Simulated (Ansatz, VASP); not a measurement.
**One calculation of Hg2SeO, two programs**

INCAR

```
SYSTEM = Hg2SeO
  ALGO = Normal
  EDIFF = 1E-6
  ENCUT = 520
  GGA = PE
  ISIF = 2
  ISMEAR = -1
  LASPH = .True.
  LCHARG = .True.
  LELF = .True.
  LREAL = .False.
  LVHAR = .True.
  LWAVE = .False.
  NBANDS = 26
  NELM = 60
  PREC = Accurate
  SIGMA = 0.02
```

Contents of KPOINTS:

```
k-points
0
Gamma
  6 6 4
  0 0 0
```

The input POSCAR:

```
Hg2SeO
1.0
    4.1441872086      0.0000000000      0.0000000000
    0.0000000000      4.1441872086      0.0000000000
    0.0000000000      0.0000000000      5.7320593846
O Hg Se
1 2 1
Direct
    0.0000000000      0.0000000000      0.0000000000
    0.0000000000      0.5000000000      0.7999568980
    0.5000000000      0.0000000000      0.2000431020
    0.5000000000      0.5000000000      0.5000000000
```

Input for Ansatz:

```yaml
crystal:
  lattice:
    - [4.1441872086, 0.0, 0.0]
    - [0.0, 4.1441872086, 0.0]
    - [0.0, 0.0, 5.7320593846]
  atoms:
    - { symbol: O, position: [0.0, 0.0, 0.0] }
    - { symbol: Hg, position: [0.0, 0.5, 0.799956898] }
    - { symbol: Se, position: [0.5, 0.5, 0.5] }
    - { symbol: Hg, position: [0.5, 0.0, 0.200043102] }
kpoints:
  mp_grid: { grid: [6, 6, 4] }
hamiltonian:
  xc: pbe
scf:
  occupations: { method: fermi_dirac, width: 0.02 }
  n_extra_bands: 5
output:
  forces: true
  stress: true
  eigenvalues: true
```

Alike in both runs: task single point; functional PBE; k mesh 6 × 6 × 4; occupations fermi-dirac, width 0.02 eV; no spin polarisation.

|  | VASP | Ansatz |
| --- | --- | --- |
| version | VASP 6.6.1 | Ansatz 0.2.0 |
| potentials or method | VASP PAW PBE potentials, release 64 (O, Hg, Se) | plane waves, PAW |
| plane-wave cutoff (eV) | 520 | 420 |
| valence electrons in the cell | 36 | 62 |

```tsv
	VASP	Ansatz	Ansatz less VASP
pressure (GPa)	-1.2	-1.6	-0.33
rms of the force components (eV/Å)	0.015	0.009	-0.0064
```

With one functional, cell and mesh, what is left measures potentials, basis and numerics. VASP's potentials hold 36 valence electrons a cell and Ansatz's 62, so a difference there can come from the potentials and not from the codes.

Neither program's run includes spin-orbit coupling.
